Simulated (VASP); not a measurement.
# CdIn2O4 (Fd-3m) in VASP: a series of runs

The runs below take CdIn2O4 through single point, with PBE, r2SCAN.

All numbers are computed with VASP 6.6.1; they aren't measurements. Logs are shortened: lines on timing, memory, paths and dates and some standing lists are left out, and cuts for length are marked.

## Step 1: The cell of the first run

It takes space group Fd-3m (No. 227, cubic). The conventional cell has a = 9.316 Å, b = 9.316 Å, c = 9.316 Å, α = 90.00°, β = 90.00°, γ = 90.00°. Within 2.9 Å of Cd (site symmetry -43m) lie 4 O at 2.23 Å. Within 2.9 Å of In (site symmetry -3m) lie 6 O at 2.21 Å. O (site symmetry 3m) has 3 In at 2.21 Å and 1 Cd at 2.23 Å and 3 O at 2.95 Å within 3.0 Å.

## Step 2: Single point, PBE

Contents of INCAR:

```
SYSTEM = CdIn2O4
PREC = Accurate
ENCUT = 600
EDIFF = 1E-6
ISMEAR = -1
SIGMA = 0.02
LREAL = .False.
LASPH = .True.
NELM = 120
ALGO = Normal
ISIF = 2
LWAVE = .False.
LCHARG = .True.
GGA = PE
LELF = .True.
LVHAR = .True.
NBANDS = 75
GGA_COMPAT = .False.
```

Contents of KPOINTS:

```
Automatic mesh
0
Gamma
  4 4 4
  0 0 0
```

Contents of POSCAR:

```
CdIn2O4
1.0
    0.0000000000      4.6578993908      4.6578993908
    4.6578993908      0.0000000000      4.6578993908
    4.6578993908      4.6578993908      0.0000000000
Cd In O
2 4 8
Direct
    0.2500000000      0.2500000000      0.2500000000
    0.0000000000      0.0000000000      0.0000000000
    0.1250000000      0.6250000000      0.6250000000
    0.6250000000      0.6250000000      0.6250000000
    0.6250000000      0.1250000000      0.6250000000
    0.6250000000      0.6250000000      0.1250000000
    0.8619705800      0.8619705800      0.8619705800
    0.8359117400      0.3880294200      0.3880294200
    0.3880294200      0.3880294200      0.8359117400
    0.3880294200      0.8359117400      0.3880294200
    0.8619705800      0.8619705800      0.4140882600
    0.8619705800      0.4140882600      0.8619705800
    0.3880294200      0.3880294200      0.3880294200
    0.4140882600      0.8619705800      0.8619705800
```

Potentials or basis: VASP PAW PBE potentials, release 64 (Cd, In_d, O).

Command:

```
cat potpaw_PBE.64/Cd/POTCAR potpaw_PBE.64/In_d/POTCAR potpaw_PBE.64/O/POTCAR > POTCAR
mpirun -np 1 vasp_std > vasp.out
```

OUTCAR:

```text
SYSTEM = CdIn2O4
   PREC = Accurate
   ENCUT = 600
   EDIFF = 1E-6
   ISMEAR = -1
   LREAL = .False.
   LASPH = .True.
   NELM = 120
   ISIF = 2
   GGA = PE

 ion  position               nearest neighbor table
   1  0.250  0.250  0.250-   8 2.23   9 2.23  10 2.23  13 2.23   5 3.86   6 3.86   3 3.86   4 3.86
                             4 3.86   5 3.86   3 3.86   3 3.86   6 3.86   4 3.86   5 3.86   6 3.86
   2  0.000  0.000  0.000-  11 2.23  12 2.23  14 2.23   7 2.23   6 3.86   4 3.86   4 3.86   3 3.86
                             5 3.86   6 3.86   3 3.86   5 3.86   6 3.86   3 3.86   4 3.86   5 3.86
   3  0.125  0.625  0.625-   7 2.21  13 2.21  10 2.21  11 2.21  12 2.21   9 2.21   4 3.29   6 3.29
                             5 3.29   4 3.29   5 3.29   6 3.29   1 3.86   2 3.86   1 3.86   2 3.86
   4  0.625  0.625  0.625-   8 2.21  10 2.21  12 2.21  14 2.21   9 2.21  11 2.21   3 3.29   5 3.29
                             6 3.29   6 3.29   5 3.29   3 3.29   2 3.86   1 3.86   2 3.86   1 3.86
   5  0.625  0.125  0.625-   7 2.21  13 2.21   9 2.21  11 2.21   8 2.21  14 2.21   4 3.29   6 3.29
                             3 3.29   4 3.29   6 3.29   3 3.29   1 3.86   2 3.86   2 3.86   1 3.86
   6  0.625  0.625  0.125-   7 2.21  13 2.21  10 2.21  12 2.21   8 2.21  14 2.21   4 3.29   3 3.29
                             4 3.29   5 3.29   5 3.29   3 3.29   1 3.86   2 3.86   2 3.86   1 3.86
   7  0.862  0.862  0.862-   3 2.21   5 2.21   6 2.21   2 2.23
   8  0.836  0.388  0.388-   4 2.21   5 2.21   6 2.21   1 2.23
   9  0.388  0.388  0.836-   4 2.21   3 2.21   5 2.21   1 2.23
  10  0.388  0.836  0.388-   4 2.21   3 2.21   6 2.21   1 2.23
  11  0.862  0.862  0.414-   4 2.21   3 2.21   5 2.21   2 2.23
  12  0.862  0.414  0.862-   4 2.21   3 2.21   6 2.21   2 2.23
  13  0.388  0.388  0.388-   3 2.21   5 2.21   6 2.21   1 2.23
  14  0.414  0.862  0.862-   4 2.21   5 2.21   6 2.21   2 2.23

  LATTYP: Found a face centered cubic cell.
 ALAT       =     9.3157987816

  Lattice vectors:

 A1 = (   0.0000000000,   4.6578993908,   4.6578993908)
 A2 = (   4.6578993908,   0.0000000000,   4.6578993908)
 A3 = (   4.6578993908,   4.6578993908,   0.0000000000)

Analysis of symmetry for initial positions (statically):
=====================================================================
 Subroutine PRICEL returns:
 Original cell was already a primitive cell.

 Routine SETGRP: Setting up the symmetry group for a
 face centered cubic supercell.

 Subroutine GETGRP returns: Found 48 space group operations
 (whereof 24 operations were pure point group operations)
 out of a pool of 48 trial point group operations.

The static configuration has the point symmetry T_d .
 The point group associated with its full space group is O_h .

Analysis of symmetry for dynamics (positions and initial velocities):
=====================================================================
 Subroutine PRICEL returns:
 Original cell was already a primitive cell.

 Routine SETGRP: Setting up the symmetry group for a
 face centered cubic supercell.

 Subroutine GETGRP returns: Found 48 space group operations
 (whereof 24 operations were pure point group operations)
 out of a pool of 48 trial point group operations.

The dynamic configuration has the point symmetry T_d .
 The point group associated with its full space group is O_h .

 Subroutine INISYM returns: Found 48 space group operations
 (whereof 24 operations are pure point group operations),
 and found     1 'primitive' translations

----------------------------------------------------------------------------------------

                                     Primitive cell

  volume of cell :     202.1158

  direct lattice vectors                    reciprocal lattice vectors
     0.000000000  4.657899391  4.657899391    -0.107344526  0.107344526  0.107344526
     4.657899391  0.000000000  4.657899391     0.107344526 -0.107344526  0.107344526
     4.657899391  4.657899391  0.000000000     0.107344526  0.107344526 -0.107344526

  length of vectors
     6.587264491  6.587264491  6.587264491     0.185926172  0.185926172  0.185926172

  position of ions in fractional coordinates (direct lattice)
     0.250000000  0.250000000  0.250000000
     0.000000000  0.000000000  0.000000000
     0.125000000  0.625000000  0.625000000
     0.625000000  0.625000000  0.625000000
     0.625000000  0.125000000  0.625000000
     0.625000000  0.625000000  0.125000000
[... 40 lines left out ...]

  Length of vectors
     0.046481543  0.046481543  0.046481543

  Shift w.r.t. Gamma in fractional coordinates (k-lattice)
     0.000000000  0.000000000  0.000000000

 Subroutine IBZKPT returns following result:
 ===========================================

 Found      8 irreducible k-points:

 Following reciprocal coordinates:
            Coordinates               Weight
  0.000000  0.000000  0.000000      1.000000
  0.250000  0.000000  0.000000      8.000000
  0.500000  0.000000  0.000000      4.000000
  0.250000  0.250000  0.000000      6.000000
  0.500000  0.250000  0.000000     24.000000
 -0.250000  0.250000  0.000000     12.000000
  0.500000  0.500000  0.000000      3.000000
 -0.250000  0.500000  0.250000      6.000000
   k-points           NKPTS =      8   k-points in BZ     NKDIM =      8   number of bands    NBANDS=     75
   number of dos      NEDOS =    301   number of ions     NIONS =     14
   total plane-waves  NPLWV = 157464
   dimension x,y,z NGX =    54 NGY =   54 NGZ =   54
   dimension x,y,z NGXF=   108 NGYF=  108 NGZF=  108
   ions per type =               2   4   8
   NGX,Y,Z   is equivalent  to a cutoff of  13.63, 13.63, 13.63 a.u.
   NGXF,Y,Z  is equivalent  to a cutoff of  27.26, 27.26, 27.26 a.u.
 SYSTEM =  CdIn2O4
   PREC   = accura    normal or accurate (medium, high low for compatibility)
   ISTART =      0    job   : 0-new  1-cont  2-samecut
   ICHARG =      2    charge: 1-file 2-atom 10-const
   ISPIN  =      1    spin polarized calculation?
   LNONCOLLINEAR =      F non collinear calculations
   LSORBIT =      F    spin-orbit coupling
   LASPH  =      T    aspherical Exc in radial PAW
   ENCUT  =  600.0 eV  44.10 Ry    6.64 a.u.  13.16 13.16 13.16*2*pi/ulx,y,z
   NELM   =    120;   NELMIN=  2; NELMDL= -5     # of ELM steps
   EDIFF  = 0.1E-05   stopping-criterion for ELM
   LREAL  =      F    real-space projection
   EDIFFG = 0.1E-04   stopping-criterion for IOM
   NSW    =      0    number of steps for IOM
   IBRION =     -1    ionic relax: 0-MD 1-quasi-New 2-CG
   NFREE  =      0    steps in history (QN), initial steepest desc. (CG)
   ISIF   =      2    stress and relaxation
   ISYM   =      2    0-nonsym 1-usesym 2-fastsym
   POTIM  = 0.5000    time-step for ionic-motion
   TEBEG  =    0.0;   TEEND  =   0.0 temperature during run
   PSTRESS=    0.0 pullay stress
   NELECT =     124.0000    total number of electrons
   NUPDOWN=      -1.0000    fix difference up-down
   EMIN   =  10.00;   EMAX   =-10.00  energy-range for DOS
   EFERMI =   0.00;   METHOD = LEGACY
   ISMEAR =    -1;   SIGMA  =   0.02  broadening in eV -4-tet -1-fermi 0-gaus
   EFERMI_NEDOS =   21; number of points for ismear=-14 and -15
   IALGO  =     38    algorithm
   IMIX   =      4    mixing-type and parameters
     AMIX     =   0.40;   BMIX     =  1.00
     AMIX_MAG =   1.60;   BMIX_MAG =  1.00
  volume/ion in A,a.u.               =      14.44        97.42
  Fermi-wavevector in a.u.,A,eV,Ry     =   1.391069  2.628739 26.328260  1.935073
  Thomas-Fermi vector in A             =   2.514943
   LORBIT       =      0    0 simple, 1 ext, 2 COOP (PROOUT), +10 PAW based schemes
   GGA     = PE    functional components
   LHFCALC =     F    Hartree Fock is set to
   AEXX    =    0.0000 exact exchange contribution
   IVDW    =     0    specifies the selected vdW correction
   LEPSILON=     F    determine dielectric tensor
   LRPA    =     F    only Hartree local field effects (RPA)
 non-spin polarized calculation
  energy-cutoff  :      600.00
  volume of cell :      202.12
 maximum number of plane-waves:      6782
 NGX is ok and might be reduce to    54
   NGX = 27   NGY = 27   NGZ = 27

 number of electron     124.0000014 magnetization

 Free energy of the ion-electron system (eV)
  ---------------------------------------------------
  ext. energy  EPLUGINS =         0.00000000
  ---------------------------------------------------
  free energy    TOTEN  =       -71.70590844 eV

  energy without entropy =      -71.70590844  energy(sigma->0) =      -71.70590844

 E-fermi :   3.6458     XC(G=0): -10.5504

 val. band max:        3.1422271571   @ k =   0.5000   0.0000   0.0000
 cond. band min:       4.0522332514   @ k =   0.0000   0.0000   0.0000
 fundamental gap:      0.9100060944
 Fermi energy:         3.6457738377

 k-point     1 :       0.0000    0.0000    0.0000
  band No.  band energies     occupation
      1     -13.9999      2.00000
      2     -13.4525      2.00000
      3     -13.4525      2.00000
      4     -13.4525      2.00000
      5     -13.1861      2.00000
      6     -12.9629      2.00000
[... 605 lines left out ...]
     73      12.3503      0.00000
     74      12.3504      0.00000
 [bands above 74 left out]

------------------------ aborting loop because EDIFF is reached ----------------------------------------

  FORCE on cell =-STRESS in cart. coord.  units (eV):
  Direction    XX          YY          ZZ          XY          YZ          ZX
  --------------------------------------------------------------------------------------
  -------------------------------------------------------------------------------------
  Total        0.5778994      0.5778994      0.5778994     -0.0000000      0.0000000      0.0000000
  in kB        4.5810234      4.5810234      4.5810234     -0.0000000      0.0000000      0.0000000
  external PRESSURE =       4.5810234 kB  Pullay stress =       0.0000000 kB

 VOLUME and BASIS-vectors are now :
 -----------------------------------------------------------------------------
  energy-cutoff  :      600.00
  volume of cell :      202.12
      direct lattice vectors                 reciprocal lattice vectors
     0.000000000  4.657899391  4.657899391    -0.107344526  0.107344526  0.107344526
     4.657899391  0.000000000  4.657899391     0.107344526 -0.107344526  0.107344526
     4.657899391  4.657899391  0.000000000     0.107344526  0.107344526 -0.107344526

 POSITION                                       TOTAL-FORCE (eV/Angst)
 -----------------------------------------------------------------------------------
      2.32895      2.32895      2.32895        -0.000000     -0.000000     -0.000000
      0.00000      0.00000      0.00000        -0.000000     -0.000000     -0.000000
      5.82237      3.49342      3.49342        -0.000000     -0.000000     -0.000000
      5.82237      5.82237      5.82237        -0.000000     -0.000000     -0.000000
      3.49342      5.82237      3.49342        -0.000000     -0.000000     -0.000000
      3.49342      3.49342      5.82237        -0.000000     -0.000000     -0.000000
      8.02994      8.02994      8.02994        -0.018433     -0.018433     -0.018433
      3.61480      5.70099      5.70099         0.018433     -0.018433     -0.018433
      5.70099      5.70099      3.61480        -0.018433     -0.018433      0.018433
      5.70099      3.61480      5.70099        -0.018433      0.018433     -0.018433
      5.94375      5.94375      8.02994         0.018433      0.018433     -0.018433
      5.94375      8.02994      5.94375         0.018433     -0.018433      0.018433
      3.61480      3.61480      3.61480         0.018433      0.018433      0.018433
      8.02994      5.94375      5.94375        -0.018433      0.018433      0.018433
 -----------------------------------------------------------------------------------
    total drift:                                0.000000      0.000000      0.000000

  FREE ENERGIE OF THE ION-ELECTRON SYSTEM (eV)
  ---------------------------------------------------
  free  energy   TOTEN  =       -71.7059084416 eV

  energy  without entropy=      -71.7059084415  energy(sigma->0) =      -71.70590844
```

Wall time 2.4 min (1 thread of Intel Xeon 6975P-C (Granite Rapids), shared host); peak memory 0.44 GiB.

Results:

```
Free energy            : -71.7059 eV
Pressure               : 0.5 GPa
Largest force          : 0.032 eV/Å
Band gap on the k mesh : 0.91 eV (least direct gap 0.97 eV)
```

Forces in eV/Å, atoms in the order of the input:
```
Cd   0.000  0.000  0.000
Cd   0.000  0.000  0.000
In   0.000  0.000  0.000
In   0.000  0.000  0.000
In   0.000  0.000  0.000
In   0.000  0.000  0.000
O   -0.018 -0.018 -0.018
O    0.018 -0.018 -0.018
O   -0.018 -0.018  0.018
O   -0.018  0.018 -0.018
O    0.018  0.018 -0.018
O    0.018 -0.018  0.018
O    0.018  0.018  0.018
O   -0.018  0.018  0.018
```

Levels at points of the mesh, in eV from the valence-band top:
```csv
k point,band 60,band 61,band 62,band 63,band 64,band 65
"(0.00, 0.00, 0.00)",-0.08,-0.06,-0.06,0.91,4.84,5.51
"(0.50, 0.00, 0.00)",-0.28,0.00,0.00,3.57,3.78,5.75
"(0.50, 0.50, 0.00)",-0.20,-0.07,-0.07,4.36,4.36,5.78
```

Caveat: spin-orbit coupling is left out, which moves the levels of the heavy elements. A k mesh can miss the band edges.

(Part 1 of 2 ends here.)
